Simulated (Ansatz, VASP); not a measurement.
One calculation of TePb, two programs

```
Te Pb
1.0
     0.00000    3.18971    3.18971
     3.18971    0.00000    3.18971
     3.18971    3.18971    0.00000
Te Pb
1 1
Direct
  0.00000 0.00000 0.00000
  0.50000 0.50000 0.50000
```

Alike in both runs: functional LDA; k mesh 10 × 10 × 10; occupations gaussian, width 0.02 eV; no spin polarisation.

Ansatz relaxed the structure, and its values are those at the end. VASP's run is a single point on that final structure, the one shown.

```csv
,VASP,Ansatz
version,VASP 6.6.1,Ansatz 0.2.0
potentials or method,"VASP PAW LDA potentials, release 64 (Te, Pb_d), cutoff 500 eV","scalar-relativistic, plane waves, PAW"
valence electrons in the cell,20,30
```

```tsv
	VASP	Ansatz	Ansatz less VASP
gap on the k mesh at the Fermi level (eV)	0.55	0.57	+0.016
least direct gap on the mesh (eV)	0.55	0.57	+0.016
pressure (GPa)	0.1	0.0	-0.08
```

LDA's correlation is that of Perdew and Zunger in VASP and of Perdew and Wang (1992) in Ansatz. VASP's potentials hold 20 valence electrons a cell and Ansatz's 30, so a difference there can come from the potentials and not from the codes.

Spin-orbit coupling is off throughout.
